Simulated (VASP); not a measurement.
Write the native input for VASP 6.6.1 that does the following.

* Task: single point
* Functional: PBE
* Dispersion: D3(BJ)
* Potentials or basis: VASP PAW PBE potentials, release 64 (Al, O)
* Cutoff: 520 eV
* k mesh: 9 × 9 × 4
* Occupations: gaussian, width 0.05 eV
* Spin: no spin polarisation
* Dipole correction: no
* Further INCAR settings: ALGO = Normal; EDIFF = 1e-06; NBANDS = 20

The structure of Al2O3 lies in POSCAR:

```
Al2O3
1.0
    2.8385000000      0.0000000000      0.0000000000
   -1.4192500000      2.4582131086      0.0000000000
    0.0000000000      0.0000000000      7.2962596973
Al O
2 3
Direct
    0.0000000000      0.0000000000      0.1907358529
    0.0000000000      0.0000000000      0.8092641471
    0.3333333333      0.6666666667      0.2840924954
    0.6666666667      0.3333333333      0.0000000000
    0.3333333333      0.6666666667      0.7159075046
```

One way to write it, as run:

INCAR

```
PREC = Accurate
ENCUT = 520
EDIFF = 1E-6
ISMEAR = 0
SIGMA = 0.05
LREAL = False
LASPH = True
NELM = 80
ALGO = Normal
ISIF = 2
LWAVE = False
LCHARG = False
GGA = PE
IVDW = 12
NBANDS = 20
```

KPOINTS

```
regular mesh
0
Gamma
  9 9 4
```

Potentials or basis: VASP PAW PBE potentials, release 64 (Al, O).

Run with:

```console
$ cat potpaw_PBE.64/Al/POTCAR potpaw_PBE.64/O/POTCAR > POTCAR
$ mpirun -np 1 vasp_std > vasp.out
```

Results of the run:

```yaml
Pressure: 4.6 GPa
Largest_force: 0.209 eV/Å
Band_gap_on_the_k_mesh: 4.84 eV, indirect (least direct gap 4.97 eV)
Dispersion_energy_per_atom: -0.198 eV
```

It took 17 s on 1 thread of Intel(R) Xeon(R) 6975P-C (Granite Rapids), with other jobs on the host, peak memory 0.19 GiB.
